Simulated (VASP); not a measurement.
Runs of VASP 6.6.1 on Cr. The structure is that of space group Fd-3m (No. 227), or close to it. The cells are those of the table. This isn't the form of Cr at room conditions, which is bcc.

| cell | gap on the mesh (eV) | pressure (GPa) | moment (μB) |
| --- | --- | --- | --- |
| a = 3.657 Å, angles 60.0°, 2 atoms | none | 6.7 | 0.00 |
| a = 3.712 Å, angles 60.0°, 2 atoms | none | (a) | 0.00 |
| a = 3.765 Å, angles 60.0°, 2 atoms | none | 1.9 | 0.00 |
| a = 3.816 Å, angles 60.0°, 2 atoms | none | 0.2 | 0.00 |

Alike in all rows: task single point; level PBE; potentials or basis VASP PAW PBE potentials, release 64 (Cr_pv); spin collinear, antiferromagnetic start; k mesh 17 × 17 × 17; cutoff (eV) 520; smearing fermi-dirac 0.05 eV.

**Question.** Estimate the missing entries.

**Answer.** (a) 4.0.

Caveats: an empty level that is flat over the whole mesh can mark a ghost state of the potentials, or a narrow d or f band; the antiferromagnetic order is the one typed at the start, and another may lie lower; the cell stands under pressure (at least some runs).

A gap of «none» marks levels without a gap at the run's occupations.
